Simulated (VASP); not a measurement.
Input of a VASP 6.6.1 run:

File INCAR:

```
SYSTEM = SnGe2
ALGO = Normal
EDIFF = 1E-7
ENCUT = 520
GGA = PE
ISIF = 2
ISMEAR = 0
LASPH = .TRUE.
LCHARG = .TRUE.
LELF = .TRUE.
LREAL = .FALSE.
LVHAR = .TRUE.
LWAVE = .FALSE.
NBANDS = 51
NELM = 60
PREC = Accurate
SIGMA = 0.2
```

File KPOINTS:

```
k-points
0
G
  6 4 4
  0 0 0
```

The input POSCAR:

```
SnGe2
1.0
   -3.8429678542      0.0000000000      0.0000000000
    0.0000000000      0.0000000000     -4.9258611025
    0.0000000000     -7.6859357084      0.0000000000
Sn Ge
2 4
Direct
    0.5000000000      0.0000000000      0.7500000000
    0.5000000000      0.0000000000      0.2500000000
    1.0000000000      0.5000000000      0.7500000000
    1.0000000000      0.5000000000      0.2500000000
    0.5000000000      0.5000000000      1.0000000000
    0.5000000000      0.5000000000      0.5000000000
```

Potentials or basis: VASP PAW PBE potentials, release 64 (Sn_d, Ge_d).

Run with:

```console
$ cat potpaw_PBE.64/Sn_d/POTCAR potpaw_PBE.64/Ge_d/POTCAR > POTCAR
$ mpirun -np 1 vasp_std > vasp.out
```

Question: Predict the pressure.

Answer: 0.4 GPa.

Question: What does it give for the band gap on the k mesh?

Answer: Zero (bands 42 and 43 overlap by 2.19 eV).

Stress tensor (GPa, compression positive):
```
 0.68  0.00  0.00
 0.00 -0.03  0.00
 0.00  0.00  0.67
```

Caveat: spin-orbit coupling is left out, which moves the levels of the heavy elements.
